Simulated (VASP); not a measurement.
# AlN (Fm-3m) in VASP: a series of runs

Runs on AlN. Level: PBE. Tasks: single point.

All numbers are computed with VASP 6.6.1; they aren't measurements. Logs are shortened: lines on timing, memory, paths and dates and some standing lists are left out, and cuts for length are marked.

## Step 1: The cell of the first run

Symmetry: Fm-3m, No. 225, cubic system. The conventional cell has a = 3.969 Å, b = 3.969 Å, c = 3.969 Å, α = 90.00°, β = 90.00°, γ = 90.00°. Al (site symmetry m-3m) has 6 N at 1.98 Å within 2.6 Å. N (site symmetry m-3m) has 6 Al at 1.98 Å within 2.6 Å.

## Step 2: Single point, PBE

The input, INCAR:

```
PREC = Accurate
ENCUT = 520
EDIFF = 1E-7
ISMEAR = 0
SIGMA = 0.05
LREAL = F
LASPH = T
NELM = 80
ALGO = Normal
ISIF = 2
LWAVE = F
LCHARG = F
GGA = PE
NBANDS = 11
```

The input, KPOINTS:

```
Automatic mesh
0
Gamma
  14 14 14
```

The input, POSCAR:

```
AlN
1.0
    0.0000000000      1.9845714768      1.9845714768
    1.9845714768      0.0000000000      1.9845714768
    1.9845714768      1.9845714768      0.0000000000
Al N
1 1
Direct
    0.0000000000      0.0000000000      0.0000000000
    0.5000000000      0.5000000000      0.5000000000
```

Potentials or basis: VASP PAW PBE potentials, release 64 (Al, N).

Command:

```
> cat potpaw_PBE.64/Al/POTCAR potpaw_PBE.64/N/POTCAR > POTCAR
> mpirun -np 1 vasp_std > vasp.out
```

OUTCAR:

```text
PREC = Accurate
   ENCUT = 520
   EDIFF = 1E-7
   ISMEAR = 0
   LREAL = F
   LASPH = T
   NELM = 80
   ISIF = 2
   GGA = PE

 ion  position               nearest neighbor table
   1  0.000  0.000  0.000-   2 1.98   2 1.98   2 1.98   2 1.98   2 1.98   2 1.98
   2  0.500  0.500  0.500-   1 1.98   1 1.98   1 1.98   1 1.98   1 1.98   1 1.98

  LATTYP: Found a face centered cubic cell.
 ALAT       =     3.9691429536

  Lattice vectors:

 A1 = (   0.0000000000,   1.9845714768,   1.9845714768)
 A2 = (   1.9845714768,   0.0000000000,   1.9845714768)
 A3 = (   1.9845714768,   1.9845714768,   0.0000000000)

Analysis of symmetry for initial positions (statically):
=====================================================================
 Subroutine PRICEL returns:
 Original cell was already a primitive cell.

 Routine SETGRP: Setting up the symmetry group for a
 face centered cubic supercell.

 Subroutine GETGRP returns: Found 48 space group operations
 (whereof 48 operations were pure point group operations)
 out of a pool of 48 trial point group operations.

The static configuration has the point symmetry O_h .

Analysis of symmetry for dynamics (positions and initial velocities):
=====================================================================
 Subroutine PRICEL returns:
 Original cell was already a primitive cell.

 Routine SETGRP: Setting up the symmetry group for a
 face centered cubic supercell.

 Subroutine GETGRP returns: Found 48 space group operations
 (whereof 48 operations were pure point group operations)
 out of a pool of 48 trial point group operations.

The dynamic configuration has the point symmetry O_h .

 Subroutine INISYM returns: Found 48 space group operations
 (whereof 48 operations are pure point group operations),
 and found     1 'primitive' translations

----------------------------------------------------------------------------------------

                                     Primitive cell

  volume of cell :      15.6326

  direct lattice vectors                    reciprocal lattice vectors
     0.000000000  1.984571477  1.984571477    -0.251943559  0.251943559  0.251943559
     1.984571477  0.000000000  1.984571477     0.251943559 -0.251943559  0.251943559
     1.984571477  1.984571477  0.000000000     0.251943559  0.251943559 -0.251943559

  length of vectors
     2.806607898  2.806607898  2.806607898     0.436379044  0.436379044  0.436379044
[... 87 lines left out ...]
   ISIF   =      2    stress and relaxation
   ISYM   =      2    0-nonsym 1-usesym 2-fastsym
   POTIM  = 0.5000    time-step for ionic-motion
   TEBEG  =    0.0;   TEEND  =   0.0 temperature during run
   PSTRESS=    0.0 pullay stress
   NELECT =       8.0000    total number of electrons
   NUPDOWN=      -1.0000    fix difference up-down
   EMIN   =  10.00;   EMAX   =-10.00  energy-range for DOS
   EFERMI =   0.00;   METHOD = LEGACY
   ISMEAR =     0;   SIGMA  =   0.05  broadening in eV -4-tet -1-fermi 0-gaus
   EFERMI_NEDOS =   21; number of points for ismear=-14 and -15
   IALGO  =     38    algorithm
   IMIX   =      4    mixing-type and parameters
     AMIX     =   0.40;   BMIX     =  1.00
     AMIX_MAG =   1.60;   BMIX_MAG =  1.00
  volume/ion in A,a.u.               =       7.82        52.75
  Fermi-wavevector in a.u.,A,eV,Ry     =   1.309468  2.474535 23.329982  1.714705
  Thomas-Fermi vector in A             =   2.440064
   LORBIT       =      0    0 simple, 1 ext, 2 COOP (PROOUT), +10 PAW based schemes
   GGA     = PE    functional components
   LHFCALC =     F    Hartree Fock is set to
   AEXX    =    0.0000 exact exchange contribution
   IVDW    =     0    specifies the selected vdW correction
   LEPSILON=     F    determine dielectric tensor
   LRPA    =     F    only Hartree local field effects (RPA)
 non-spin polarized calculation
 Gauss-broadening in eV      SIGMA  =   0.05
  energy-cutoff  :      520.00
  volume of cell :       15.63
 maximum number of plane-waves:       444
 NGX is ok and might be reduce to    24
   NGX = 11   NGY = 11   NGZ = 11

 number of electron       8.0000000 magnetization

 Free energy of the ion-electron system (eV)
  ---------------------------------------------------
  ext. energy  EPLUGINS =         0.00000000
  ---------------------------------------------------
  free energy    TOTEN  =       -14.46754252 eV

  energy without entropy =      -14.46754252  energy(sigma->0) =      -14.46754252

 E-fermi :  10.9841     XC(G=0): -12.5478

 val. band max:       10.6998775818   @ k =   0.0000   0.0000   0.0000
 cond. band min:      15.8549562536   @ k =   0.5000   0.5000   0.0000
 fundamental gap:      5.1550786718
 Fermi energy:        10.9841273718

 k-point     1 :       0.0000    0.0000    0.0000
  band No.  band energies     occupation
      1      -7.3677      2.00000
      2      10.6999      2.00000
      3      10.6999      2.00000
      4      10.6999      2.00000
      5      17.2032      0.00000
      6      23.0452      0.00000
      7      23.0452      0.00000
      8      23.0452      0.00000
      9      28.3386      0.00000
     10      28.9021      0.00000
     11      28.9021      0.00000
[... 309 lines left out ...]
 k-point    24 :       0.2857    0.1429    0.0000
  band No.  band energies     occupation
      1      -5.8253      2.00000
      2       6.4797      2.00000
      3       9.3355      2.00000
      4       9.3712      2.00000
      5      18.8804      0.00000
      6      20.5389      0.00000
      7      22.1536      0.00000
      8      24.7695      0.00000
      9      26.2687      0.00000
     10      29.8800      0.00000
     11      31.3338      0.00000

 [... further k-points ...]

------------------------ aborting loop because EDIFF is reached ----------------------------------------

  FORCE on cell =-STRESS in cart. coord.  units (eV):
  Direction    XX          YY          ZZ          XY          YZ          ZX
  --------------------------------------------------------------------------------------
  -------------------------------------------------------------------------------------
  Total        2.1292764      2.1292764      2.1292764     -0.0000000     -0.0000000      0.0000000
  in kB      218.2289596    218.2289596    218.2289596     -0.0000000     -0.0000000      0.0000000
  external PRESSURE =     218.2289596 kB  Pullay stress =       0.0000000 kB

 VOLUME and BASIS-vectors are now :
 -----------------------------------------------------------------------------
  energy-cutoff  :      520.00
  volume of cell :       15.63
      direct lattice vectors                 reciprocal lattice vectors
     0.000000000  1.984571477  1.984571477    -0.251943559  0.251943559  0.251943559
     1.984571477  0.000000000  1.984571477     0.251943559 -0.251943559  0.251943559
     1.984571477  1.984571477  0.000000000     0.251943559  0.251943559 -0.251943559

 POSITION                                       TOTAL-FORCE (eV/Angst)
 -----------------------------------------------------------------------------------
      0.00000      0.00000      0.00000        -0.000000     -0.000000      0.000000
      1.98457      1.98457      1.98457         0.000000      0.000000     -0.000000
 -----------------------------------------------------------------------------------
    total drift:                               -0.000000     -0.000000      0.000000

  FREE ENERGIE OF THE ION-ELECTRON SYSTEM (eV)
  ---------------------------------------------------
  free  energy   TOTEN  =       -14.4675425161 eV

  energy  without entropy=      -14.4675425161  energy(sigma->0) =      -14.46754252
```

Run time: 6.1 s. Hardware: 1 thread of Intel Xeon 6975P-C (Granite Rapids), shared host; peak memory 0.14 GiB.

Results:

```yaml
Free_energy: -14.4675 eV
Pressure: 21.8 GPa
Band_gap_on_the_k_mesh: 5.16 eV, indirect (least direct gap 6.50 eV)
```

Levels at points of the mesh, in eV from the valence-band top:
```tsv
k point	band 1	band 2	band 3	band 4	band 5	band 6	band 7	band 8
(0.00, 0.00, 0.00)	-18.07	0.00	0.00	0.00	6.50	12.35	12.35	12.35
(0.50, 0.00, 0.00)	-14.58	-8.67	-1.18	-1.18	6.49	11.46	11.46	14.14
(0.50, 0.50, 0.00)	-13.52	-7.76	-2.94	-2.94	5.16	5.21	14.74	18.15
```

## Step 3: Single point, PBE (volume scaled by 0.960)

The input, INCAR:

```
PREC     = Accurate       # precision mode
ENCUT    = 520            # plane-wave cutoff, eV
EDIFF    = 1E-7           # SCF threshold, eV
ISMEAR   = 0              # smearing method
SIGMA    = 0.05           # smearing width, eV
LREAL    = F              # projectors in reciprocal space
LASPH    = T              # aspherical terms in the spheres
NELM     = 80             # most SCF steps
ALGO     = Normal         # electronic algorithm
ISIF     = 2              # what is computed and relaxed
LWAVE    = F              # write WAVECAR
LCHARG   = T              # write CHGCAR
GGA      = PE             # functional
LELF     = T              # ELF
LVHAR    = T            
NBANDS   = 11             # bands
```

The input, KPOINTS:

```
regular mesh
0
Gamma
  14 14 14
```

The input, POSCAR:

```
AlN
1.0
    0.0000000000      2.0077642661      2.0077642661
    2.0077642661      0.0000000000      2.0077642661
    2.0077642661      2.0077642661      0.0000000000
Al N
1 1
Direct
    0.0000000000      0.0000000000      0.0000000000
    0.5000000000      0.5000000000      0.5000000000
```

Potentials or basis: VASP PAW PBE potentials, release 64 (Al, N).

Command:

```
> cat potpaw_PBE.64/Al/POTCAR potpaw_PBE.64/N/POTCAR > POTCAR
> mpirun -np 1 vasp_std > vasp.out
```

OUTCAR:

```text
PREC = Accurate
   ENCUT = 520
   EDIFF = 1E-7
   ISMEAR = 0
   LREAL = F
   LASPH = T
   NELM = 80
   ISIF = 2
   GGA = PE

 ion  position               nearest neighbor table
   1  0.000  0.000  0.000-   2 2.01   2 2.01   2 2.01   2 2.01   2 2.01   2 2.01
   2  0.500  0.500  0.500-   1 2.01   1 2.01   1 2.01   1 2.01   1 2.01   1 2.01

  LATTYP: Found a face centered cubic cell.
 ALAT       =     4.0155285322

  Lattice vectors:

 A1 = (   0.0000000000,   2.0077642661,   2.0077642661)
 A2 = (   2.0077642661,   0.0000000000,   2.0077642661)
 A3 = (   2.0077642661,   2.0077642661,   0.0000000000)

Analysis of symmetry for initial positions (statically):
=====================================================================
 Subroutine PRICEL returns:
 Original cell was already a primitive cell.

 Routine SETGRP: Setting up the symmetry group for a
 face centered cubic supercell.

 Subroutine GETGRP returns: Found 48 space group operations
 (whereof 48 operations were pure point group operations)
 out of a pool of 48 trial point group operations.

The static configuration has the point symmetry O_h .
[... 171 lines left out ...]
      1      -7.5082      2.00000
      2      10.2331      2.00000
      3      10.2331      2.00000
      4      10.2331      2.00000
      5      16.2135      0.00000
      6      22.4672      0.00000
      7      22.4672      0.00000
      8      22.4672      0.00000
      9      27.6641      0.00000
     10      28.1759      0.00000
     11      28.1759      0.00000
[... 309 lines left out ...]
 k-point    24 :       0.2857    0.1429    0.0000
  band No.  band energies     occupation
      1      -6.0181      2.00000
      2       6.0831      2.00000
      3       8.9256      2.00000
      4       8.9565      2.00000
      5      18.1591      0.00000
      6      19.8060      0.00000
      7      21.3595      0.00000
      8      24.0004      0.00000
      9      25.4714      0.00000
     10      29.0820      0.00000
     11      30.3477      0.00000

 [... further k-points ...]

------------------------ aborting loop because EDIFF is reached ----------------------------------------

  FORCE on cell =-STRESS in cart. coord.  units (eV):
  Direction    XX          YY          ZZ          XY          YZ          ZX
  --------------------------------------------------------------------------------------
  -------------------------------------------------------------------------------------
  Total        1.0959683      1.0959683      1.0959683      0.0000000      0.0000000     -0.0000000
  in kB      108.4776908    108.4776908    108.4776908      0.0000000      0.0000000     -0.0000000
  external PRESSURE =     108.4776908 kB  Pullay stress =       0.0000000 kB

 VOLUME and BASIS-vectors are now :
 -----------------------------------------------------------------------------
  energy-cutoff  :      520.00
  volume of cell :       16.19
      direct lattice vectors                 reciprocal lattice vectors
     0.000000000  2.007764266  2.007764266    -0.249033220  0.249033220  0.249033220
     2.007764266  0.000000000  2.007764266     0.249033220 -0.249033220  0.249033220
     2.007764266  2.007764266  0.000000000     0.249033220  0.249033220 -0.249033220

 POSITION                                       TOTAL-FORCE (eV/Angst)
 -----------------------------------------------------------------------------------
      0.00000      0.00000      0.00000        -0.000000     -0.000000     -0.000000
      2.00776      2.00776      2.00776         0.000000      0.000000      0.000000
 -----------------------------------------------------------------------------------
    total drift:                               -0.000000     -0.000000      0.000000

  FREE ENERGIE OF THE ION-ELECTRON SYSTEM (eV)
  ---------------------------------------------------
  free  energy   TOTEN  =       -14.5239780475 eV

  energy  without entropy=      -14.5239780475  energy(sigma->0) =      -14.52397805
```

stdout:

```text
POSCAR found type information on POSCAR AlN
 POSCAR found :  2 types and       2 ions
 scaLAPACK will be used
 LDA part: xc-table for (Slater+PW92), standard interpolation
 POSCAR, INCAR and KPOINTS ok, starting setup
 FFT: planning ... GRIDC
 FFT: planning ... GRID_SOFT
 FFT: planning ... GRID
 WAVECAR not read
 entering main loop
```

Run time: 6.5 s. Hardware: 1 thread of Intel Xeon 6975P-C (Granite Rapids), shared host; peak memory 0.14 GiB.

What came out:

```
Free energy            : -14.5240 eV
Pressure               : 10.8 GPa
Band gap on the k mesh : 4.81 eV, indirect (least direct gap 5.98 eV)
```

Levels at points of the mesh, in eV from the valence-band top:
```tsv
k point	band 1	band 2	band 3	band 4	band 5	band 6	band 7	band 8	band 9
(0.00, 0.00, 0.00)	-17.74	0.00	0.00	0.00	5.98	12.23	12.23	12.23	17.43
(0.50, 0.00, 0.00)	-14.40	-8.44	-1.12	-1.12	6.27	11.17	11.17	13.61	16.32
(0.50, 0.50, 0.00)	-13.39	-7.52	-2.85	-2.85	4.81	5.27	14.31	17.58	17.58
```

 A k mesh can miss the band edges.

(Continued in part 2 of 2.)
